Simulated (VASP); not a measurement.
# C (P-1) in VASP: notebook

The runs below take C through single point, with PBE+D3(BJ).

Program: VASP 6.6.1. These are calculated values, not measurements. Logs are shortened: lines on timing, memory, paths and dates and some standing lists are left out, and cuts for length are marked.

### 1 The cell of the first run

The typed cell holds 10 atoms: a = 3.650 Å, b = 2.465 Å, c = 13.303 Å, α = 98.88°, β = 82.54°, γ = 90.00°.

### 2 Single point, PBE+D3(BJ)

File INCAR:

```
SYSTEM = C
  ALGO = Normal
  EDIFF = 1E-6
  ENCUT = 520
  GGA = PE
  ISIF = 2
  ISMEAR = 0
  IVDW = 12
  LASPH = .True.
  LCHARG = .False.
  LREAL = .False.
  LWAVE = .False.
  NBANDS = 31
  NELM = 100
  PREC = Accurate
  SIGMA = 0.05
```

File KPOINTS:

```
k-points
0
Gamma
  7 11 3
  0 0 0
```

File POSCAR:

```
C
1.0
    0.0000000000      1.4231666446     -3.3613878322
   -2.4649969361      0.0000000000      0.0000000000
    2.0541641134     12.6717396854      3.4885472117
C
10
Direct
    0.3787337238      0.1448233760      0.6537880512
    0.7523865791      0.6418929909      0.0502715891
    0.9089733653      0.2676255872      0.2011507046
    0.0655601514      0.8933581835      0.3520298201
    0.2221469376      0.5190907797      0.5029089357
    0.8042002071      0.1838396053      0.1006075264
   -0.0392130067      0.8095722016      0.2514866419
    0.1173737795      0.4353047979      0.4023657575
    0.2739605657      1.0610373942      0.5532448730
    0.4305473518      0.6867699904      0.7041239885
```

Potentials or basis: VASP PAW PBE potentials, release 64 (C).

The run is started by

```
$ cat potpaw_PBE.64/C/POTCAR > POTCAR
$ mpirun -np 1 vasp_std > vasp.out
```

OUTCAR:

```text
SYSTEM = C
   EDIFF = 1E-6
   ENCUT = 520
   GGA = PE
   ISIF = 2
   ISMEAR = 0
   IVDW = 12
   LASPH = .True.
   LREAL = .False.
   NELM = 100
   PREC = Accurate
 IVDW          = 12

 ion  position               nearest neighbor table
   1  0.379  0.145  0.654-  10 1.42  10 1.42   9 1.42
   2  0.752  0.642  0.050-   6 1.42   6 1.42
   3  0.909  0.268  0.201-   7 1.42   7 1.42   6 1.42
   4  0.066  0.893  0.352-   8 1.42   8 1.42   7 1.42
   5  0.222  0.519  0.503-   9 1.42   9 1.42   8 1.42
   6  0.804  0.184  0.101-   2 1.42   2 1.42   3 1.42
   7  0.961  0.810  0.251-   3 1.42   3 1.42   4 1.42
   8  0.117  0.435  0.402-   4 1.42   4 1.42   5 1.42
   9  0.274  0.061  0.553-   5 1.42   5 1.42   1 1.42
  10  0.431  0.687  0.704-   1 1.42   1 1.42

  LATTYP: Found a triclinic cell.
 ALAT       =     2.4649969361
 B/A-ratio  =     1.7868600557
 C/A-ratio  =     5.4687472372
 COS(alpha) =     0.0012162684
 COS(beta)  =     0.2133334411
 COS(gamma) =     0.5596409169

  Lattice vectors:

 A1 = (   2.4649969361,   0.0000000000,   0.0000000000)
 A2 = (   2.4649969361,  -1.4231666446,   3.3613878322)
 A3 = (   2.8758297588, -11.2485730408,  -6.8499350439)

Analysis of symmetry for initial positions (statically):
=====================================================================
 Subroutine PRICEL returns:
 Original cell was already a primitive cell.

 Routine SETGRP: Setting up the symmetry group for a
 triclinic supercell.

 Subroutine GETGRP returns: Found  2 space group operations
 (whereof  1 operations were pure point group operations)
 out of a pool of  2 trial point group operations.

The static configuration has the point symmetry C_1 .
 The point group associated with its full space group is S_2 .

Analysis of symmetry for dynamics (positions and initial velocities):
=====================================================================
 Subroutine PRICEL returns:
 Original cell was already a primitive cell.

 Routine SETGRP: Setting up the symmetry group for a
 triclinic supercell.

 Subroutine GETGRP returns: Found  2 space group operations
 (whereof  1 operations were pure point group operations)
 out of a pool of  2 trial point group operations.

The dynamic configuration has the point symmetry C_1 .
 The point group associated with its full space group is S_2 .

 Subroutine INISYM returns: Found  2 space group operations
 (whereof  1 operations are pure point group operations),
 and found     1 'primitive' translations

----------------------------------------------------------------------------------------

                                     Primitive cell

  volume of cell :     117.2338

  direct lattice vectors                    reciprocal lattice vectors
     0.000000000  1.423166645 -3.361387832     0.000000000  0.073351347 -0.266440189
    -2.464996936  0.000000000  0.000000000    -0.405680017  0.058898043  0.024936644
     2.054164113 12.671739685  3.488547212     0.000000000  0.070677652  0.029923972

  length of vectors
     3.650250876  2.464996936 13.302726732     0.276352663  0.410690994  0.076751382

  position of ions in fractional coordinates (direct lattice)
     0.378733724  0.144823376  0.653788051
     0.752386579  0.641892991  0.050271589
     0.908973365  0.267625587  0.201150705
     0.065560151  0.893358183  0.352029820
     0.222146938  0.519090780  0.502908936
     0.804200207  0.183839605  0.100607526
     0.960786993  0.809572202  0.251486642
     0.117373779  0.435304798  0.402365758
     0.273960566  0.061037394  0.553244873
     0.430547352  0.686769990  0.704123989

  ion indices of the primitive-cell ions
   primitive index   ion index
                 1           1
                 2           2
                 3           3
                 4           4
                 5           5
                 6           6
                 7           7
                 8           8
                 9           9
                10          10

----------------------------------------------------------------------------------------

 KPOINTS: k-points

Automatic generation of k-mesh.
 Grid dimensions read from file:
 generate k-points for:    7   11    3

 Generating k-lattice:

  Cartesian coordinates                     Fractional coordinates (reciprocal lattice)
     0.000000000  0.010478764 -0.038062884     0.142857143  0.000000000 -0.000000000
    -0.036880002  0.005354368  0.002266968     0.000000000  0.090909091 -0.000000000
     0.000000000  0.023559217  0.009974657     0.000000000  0.000000000  0.333333333

  Length of vectors
     0.039478952  0.037335545  0.025583794

  Shift w.r.t. Gamma in fractional coordinates (k-lattice)
     0.000000000  0.000000000  0.000000000

 Subroutine IBZKPT returns following result:
 ===========================================

 Found    116 irreducible k-points:

 Following reciprocal coordinates:
            Coordinates               Weight
  0.000000  0.000000  0.000000      1.000000
  0.142857  0.000000  0.000000      2.000000
  0.285714  0.000000  0.000000      2.000000
  0.428571  0.000000  0.000000      2.000000
 -0.000000  0.090909  0.000000      2.000000
  0.142857  0.090909  0.000000      2.000000
[... 16 lines left out ...]
 -0.428571  0.272727 -0.000000      2.000000
 -0.285714  0.272727  0.000000      2.000000
 [... further k-points ...]
   k-points           NKPTS =    116   k-points in BZ     NKDIM =    116   number of bands    NBANDS=     31
   number of dos      NEDOS =    301   number of ions     NIONS =     10
   total plane-waves  NPLWV =  50400
   dimension x,y,z NGX =    28 NGY =   18 NGZ =  100
   dimension x,y,z NGXF=    56 NGYF=   36 NGZF=  200
   ions per type =              10
   NGX,Y,Z   is equivalent  to a cutoff of  12.75, 12.14, 12.50 a.u.
   NGXF,Y,Z  is equivalent  to a cutoff of  25.50, 24.28, 24.99 a.u.
 SYSTEM =  C
   PREC   = accura    normal or accurate (medium, high low for compatibility)
   ISTART =      0    job   : 0-new  1-cont  2-samecut
   ICHARG =      2    charge: 1-file 2-atom 10-const
   ISPIN  =      1    spin polarized calculation?
   LNONCOLLINEAR =      F non collinear calculations
   LSORBIT =      F    spin-orbit coupling
   LASPH  =      T    aspherical Exc in radial PAW
   ENCUT  =  520.0 eV  38.22 Ry    6.18 a.u.   6.79  4.58 24.73*2*pi/ulx,y,z
   NELM   =    100;   NELMIN=  2; NELMDL= -5     # of ELM steps
   EDIFF  = 0.1E-05   stopping-criterion for ELM
   LREAL  =      F    real-space projection
   EDIFFG = 0.1E-04   stopping-criterion for IOM
   NSW    =      0    number of steps for IOM
   IBRION =     -1    ionic relax: 0-MD 1-quasi-New 2-CG
   NFREE  =      0    steps in history (QN), initial steepest desc. (CG)
   ISIF   =      2    stress and relaxation
   ISYM   =      2    0-nonsym 1-usesym 2-fastsym
   POTIM  = 0.5000    time-step for ionic-motion
   TEBEG  =    0.0;   TEEND  =   0.0 temperature during run
   PSTRESS=    0.0 pullay stress
   NELECT =      40.0000    total number of electrons
   NUPDOWN=      -1.0000    fix difference up-down
   EMIN   =  10.00;   EMAX   =-10.00  energy-range for DOS
   EFERMI =   0.00;   METHOD = LEGACY
   ISMEAR =     0;   SIGMA  =   0.05  broadening in eV -4-tet -1-fermi 0-gaus
   EFERMI_NEDOS =   21; number of points for ismear=-14 and -15
   IALGO  =     38    algorithm
   IMIX   =      4    mixing-type and parameters
     AMIX     =   0.40;   BMIX     =  1.00
     AMIX_MAG =   1.60;   BMIX_MAG =  1.00
  volume/ion in A,a.u.               =      11.72        79.11
  Fermi-wavevector in a.u.,A,eV,Ry     =   1.143959  2.161769 17.805164  1.308643
  Thomas-Fermi vector in A             =   2.280653
   LORBIT       =      0    0 simple, 1 ext, 2 COOP (PROOUT), +10 PAW based schemes
   GGA     = PE    functional components
   LHFCALC =     F    Hartree Fock is set to
   AEXX    =    0.0000 exact exchange contribution
   IVDW    =    12    specifies the selected vdW correction
   LEPSILON=     F    determine dielectric tensor
   LRPA    =     F    only Hartree local field effects (RPA)
 non-spin polarized calculation
 Gauss-broadening in eV      SIGMA  =   0.05
  energy-cutoff  :      520.00
  volume of cell :      117.23
 maximum number of plane-waves:      3189
   NGX = 13   NGY =  9   NGZ = 49

 number of electron      40.0000003 magnetization

 Free energy of the ion-electron system (eV)
  ---------------------------------------------------
  ext. energy  EPLUGINS =         0.00000000
  ---------------------------------------------------
  free energy    TOTEN  =       -85.45017693 eV

  energy without entropy =      -85.44248727  energy(sigma->0) =      -85.44633210

 E-fermi :   1.6548     XC(G=0):  -8.6865

 val. band max:        1.6526213808   @ k =   0.4286   0.2727   0.3333
 cond. band min:       1.6649748204   @ k =  -0.2857   0.0909   0.3333
 fundamental gap:      0.0123534397
 Fermi energy:         1.6548452715

 k-point     1 :       0.0000    0.0000    0.0000
  band No.  band energies     occupation
      1     -17.6972      2.00000
      2     -16.9200      2.00000
      3     -15.7603      2.00000
      4     -14.2536      2.00000
      5     -12.7515      2.00000
      6      -9.9323      2.00000
[... 23 lines left out ...]
     30      10.0000      0.00000
     31      10.4120      0.00000

 k-point     2 :       0.1429    0.0000    0.0000
  band No.  band energies     occupation
      1     -17.6502      2.00000
      2     -16.8825      2.00000
      3     -15.7362      2.00000
      4     -14.2441      2.00000
      5     -12.7590      2.00000
      6      -9.9468      2.00000
[... 23 lines left out ...]
     30      10.0010      0.00000
     31      10.0517      0.00000

 k-point     3 :       0.2857    0.0000    0.0000
  band No.  band energies     occupation
      1     -17.5383      2.00000
      2     -16.7960      2.00000
      3     -15.6835      2.00000
      4     -14.2262      2.00000
      5     -12.7787      2.00000
      6      -9.9812      2.00000
[... 23 lines left out ...]
     30      10.0830      0.00000
     31      10.8523      0.00000

 k-point     4 :       0.4286    0.0000    0.0000
  band No.  band energies     occupation
      1     -17.4414      2.00000
      2     -16.7245      2.00000
      3     -15.6435      2.00000
      4     -14.2156      2.00000
      5     -12.7975      2.00000
      6     -10.0105      2.00000
[... 23 lines left out ...]
     30      10.8874      0.00000
     31      11.1126      0.00000

 k-point     5 :      -0.0000    0.0909    0.0000
  band No.  band energies     occupation
      1     -17.5498      2.00000
      2     -16.7740      2.00000
      3     -15.6172      2.00000
      4     -14.1156      2.00000
      5     -12.6228      2.00000
      6      -9.8264      2.00000
[... 23 lines left out ...]
     30      10.4487      0.00000
     31      10.5530      0.00000
[... 542 lines left out ...]
     30      11.0734      0.00000
     31      11.4547      0.00000

 k-point    22 :       0.4286    0.2727    0.0000
  band No.  band energies     occupation
      1     -16.1445      2.00000
      2     -15.4372      2.00000
      3     -14.3773      2.00000
      4     -12.9945      2.00000
      5     -11.6406      2.00000
      6      -9.4892      2.00000
[... 23 lines left out ...]
     30      11.7781      0.00000
     31      12.0133      0.00000

 k-point    23 :      -0.4286    0.2727   -0.0000
  band No.  band energies     occupation
      1     -16.1444      2.00000
      2     -15.4372      2.00000
      3     -14.3773      2.00000
      4     -12.9943      2.00000
      5     -11.6408      2.00000
      6      -9.4890      2.00000
[... 23 lines left out ...]
     30      11.6471      0.00000
     31      12.0848      0.00000

 k-point    24 :      -0.2857    0.2727    0.0000
  band No.  band energies     occupation
      1     -16.2332      2.00000
      2     -15.5028      2.00000
      3     -14.4143      2.00000
      4     -13.0049      2.00000
      5     -11.6239      2.00000
      6      -9.4964      2.00000
[... 23 lines left out ...]
     30      10.6701      0.00000
     31      11.1410      0.00000

 [... further k-points ...]

------------------------ aborting loop because EDIFF is reached ----------------------------------------

 Edisp (eV)   -1.34065

 E8    (eV) :    -0.3849

  FORCE on cell =-STRESS in cart. coord.  units (eV):
  Direction    XX          YY          ZZ          XY          YZ          ZX
  --------------------------------------------------------------------------------------
  -------------------------------------------------------------------------------------
  Total       0.30651    -0.03939    -0.27535    -0.00224    -0.05471    -0.00084
  in kB       4.18889    -0.53837    -3.76308    -0.03056    -0.74770    -0.01152
  external pressure =       -0.04 kB  Pullay stress =        0.00 kB

 VOLUME and BASIS-vectors are now :
 -----------------------------------------------------------------------------
  energy-cutoff  :      520.00
  volume of cell :      117.23
      direct lattice vectors                 reciprocal lattice vectors
     0.000000000  1.423166645 -3.361387832     0.000000000  0.073351347 -0.266440189
    -2.464996936  0.000000000  0.000000000    -0.405680017  0.058898043  0.024936644
     2.054164113 12.671739685  3.488547212     0.000000000  0.070677652  0.029923972

 POSITION                                       TOTAL-FORCE (eV/Angst)
 -----------------------------------------------------------------------------------
      0.98600      8.82363      1.00770        -0.000103      2.618681      0.116554
     -1.47900      1.70780     -2.35369        -0.000772      1.664663      0.046537
     -0.24650      3.84255     -2.35369        -0.000240      0.863352      0.042097
     -1.47900      4.55413      1.00770         0.000256      0.122939      0.009188
     -0.24650      6.68888      1.00770        -0.000178      0.178697      0.008202
     -0.24650      2.41938     -2.35225         0.000103     -2.618681     -0.116554
     -1.47900      4.55413     -2.35225         0.000178     -0.178697     -0.008202
     -0.24650      5.26572      1.00913        -0.000256     -0.122939     -0.009188
      0.98600      7.40047      1.00913         0.000240     -0.863352     -0.042097
     -0.24650      9.53522      1.00913         0.000772     -1.664663     -0.046537
 -----------------------------------------------------------------------------------
    total drift:                                0.000003      0.000005     -0.000000

  FREE ENERGIE OF THE ION-ELECTRON SYSTEM (eV)
  ---------------------------------------------------
  free  energy   TOTEN  =       -86.7908257960 eV

  energy  without entropy=      -86.7831361386  energy(sigma->0) =      -86.78698097
```

Wall time 3 min (1 thread of Intel Xeon 6975P-C (Granite Rapids), shared host); peak memory 0.39 GiB.

Results:

```
Free energy                : -86.7908 eV
Pressure                   : 0.0 GPa
Largest force              : 2.621 eV/Å
Band gap on the k mesh     : zero (bands 20 and 21 overlap by 0.23 eV)
Dispersion energy per atom : -0.134 eV
```

Forces in eV/Å, atoms in the order of the input:
```
C    0.000  2.619  0.117
C   -0.001  1.665  0.047
C    0.000  0.863  0.042
C    0.000  0.123  0.009
C    0.000  0.179  0.008
C    0.000 -2.619 -0.117
C    0.000 -0.179 -0.008
C    0.000 -0.123 -0.009
C    0.000 -0.863 -0.042
C    0.001 -1.665 -0.047
```

Caveat: forces of over 1 eV/Å act on the atoms, so gaps and moduli don't describe the material at rest.

### 3 Single point, PBE+D3(BJ)

This run uses another cell than the first one, of 8.57 Å³/atom.

File INCAR:

```
  PREC = Accurate
  ENCUT = 520
  EDIFF = 1E-6
  ISMEAR = 0
  SIGMA = 0.05
  LREAL = F
  LASPH = T
  NELM = 100
  ALGO = Normal
  ISIF = 2
  LWAVE = F
  LCHARG = F
  GGA = PE
  IVDW = 12
  NBANDS = 31
```

File KPOINTS:

```
regular mesh
0
Gamma
  7 11 3
```

File POSCAR:

```
C
1.0
    0.0000000000      1.4231666446     -3.3613878322
   -2.4649969361      0.0000000000      0.0000000000
    2.8758297588      9.9231014894      1.0034980491
C
10
Direct
   -0.0329180500      0.6429092749      0.8939222356
    0.7207335246      0.6801922067      0.0687361772
    0.7823206309      0.4208714738      0.2750326918
   -0.1560922627      1.1615507408      0.4813292064
   -0.0945051563      0.9022300079      0.6876257210
    0.7408535818      0.2604870603      0.1375603374
   -0.1975593118      1.0011663274      0.3438568521
   -0.1359722055      0.7418455944      0.5501533667
   -0.0743850991      1.4825248615      0.7564498813
   -0.0127979927      1.2232041285      0.9627463959
```

Potentials or basis: VASP PAW PBE potentials, release 64 (C).

The run is started by

```
$ cat potpaw_PBE.64/C/POTCAR > POTCAR
$ mpirun -np 1 vasp_std > vasp.out
```

It took 2.5 min on 1 thread of Intel Xeon Platinum 8559C (Emerald Rapids), shared host; peak memory 0.32 GiB.

The run converged. Its results:

```yaml
Free_energy: -86.4997 eV
Pressure: 10.7 GPa
Largest_force: 6.106 eV/Å
Band_gap_on_the_k_mesh: zero (bands 20 and 21 overlap by 1.68 eV)
Dispersion_energy_per_atom: -0.144 eV
```

Forces in eV/Å, atoms in the order of the input:
```
C   -1.599 -0.974 -1.147
C    1.949  3.129  4.869
C   -0.011  0.842 -0.226
C   -0.025  0.106  0.085
C   -0.127  0.360  0.040
C    1.599  0.974  1.147
C    0.127 -0.360 -0.040
C    0.025 -0.106 -0.085
C    0.011 -0.842  0.226
C   -1.949 -3.129 -4.869
```

Stress tensor (GPa, compression positive):
```
11.64 10.04  6.96
10.04 10.43  9.28
 6.96  9.28  9.98
```

Levels at points of the mesh, in eV from the Fermi level:
| k point | band 18 | band 19 | band 20 | band 21 | band 22 | band 23 |
| --- | --- | --- | --- | --- | --- | --- |
| (0.00, 0.00, 0.00) | -4.02 | -3.98 | -0.17 | 0.82 | 2.24 | 4.41 |

Caveat: the cell stands under pressure; forces of over 1 eV/Å act on the atoms, so gaps and moduli don't describe the material at rest.

### 4 Single point, PBE+D3(BJ)

This run uses another cell than the first one, of 8.57 Å³/atom.

File INCAR:

```
SYSTEM = C
PREC = Accurate
ENCUT = 520
EDIFF = 1E-7
ISMEAR = 0
SIGMA = 0.05
LREAL = .False.
LASPH = .True.
NELM = 60
ALGO = Normal
ISIF = 2
LWAVE = .False.
LCHARG = .True.
GGA = PE
IVDW = 12
LELF = .True.
LVHAR = .True.
NBANDS = 31
```

File KPOINTS:

```
Automatic mesh
0
Gamma
  7 11 3
  0 0 0
```

File POSCAR:

```
C
1.0
    0.0000000000      1.4231666446     -3.3613878322
   -2.4649969361      0.0000000000      0.0000000000
    2.0541641134      9.4487126078      2.1239606599
C
10
Direct
    0.2650560286      0.3449351964      0.8939222356
    0.7436455836      0.6572801476      0.0687361772
    0.8739981949      0.3291939098      0.2750326918
    0.0043508061      1.0011076720      0.4813292064
    0.1347034173      0.6730214342      0.6876257210
    0.7867070276      0.2146336145      0.1375603374
   -0.0829403611      0.8865473767      0.3438568521
    0.0474122501      0.5584611389      0.5501533667
    0.1777648613      1.2303749011      0.7564498813
    0.3081174726      0.9022886632      0.9627463959
```

The run is started by

```
$ cat potpaw_PBE.64/C/POTCAR > POTCAR
$ mpirun -np 1 vasp_std > vasp.out
```

It took 2.7 min on 1 thread of Intel Xeon Platinum 8559C (Emerald Rapids), shared host; peak memory 0.32 GiB.

The run converged. Its results:

```yaml
Free_energy: -88.1245 eV
Pressure: 1.0 GPa
Largest_force: 3.800 eV/Å
Band_gap_on_the_k_mesh: zero (bands 20 and 21 overlap by 0.65 eV)
Dispersion_energy_per_atom: -0.165 eV
```

Forces on the atoms (eV/Å):
```
C   -0.078  0.245 -0.852
C   -2.866  0.710  2.392
C   -0.439  0.312 -0.332
C   -0.053 -0.092  0.082
C   -0.051 -0.064  0.009
C    0.078 -0.245  0.852
C    0.051  0.064 -0.009
C    0.053  0.092 -0.082
C    0.439 -0.312  0.332
C    2.866 -0.710 -2.392
```

Stress tensor (GPa, compression positive):
```
 -1.62 -11.21   2.25
-11.21   1.95   5.07
  2.25   5.07   2.73
```

Levels at points of the mesh, in eV from the Fermi level:
| k point | band 16 | band 17 | band 18 | band 19 | band 20 | band 21 | band 22 | band 23 | band 24 | band 25 |
| --- | --- | --- | --- | --- | --- | --- | --- | --- | --- | --- |
| (0.00, 0.00, 0.00) | -4.27 | -3.79 | -3.18 | -2.09 | -1.56 | 0.10 | 2.38 | 4.97 | 5.27 | 6.83 |

Caveat: forces of over 1 eV/Å act on the atoms, so gaps and moduli don't describe the material at rest.

[end of part 1 of 2]
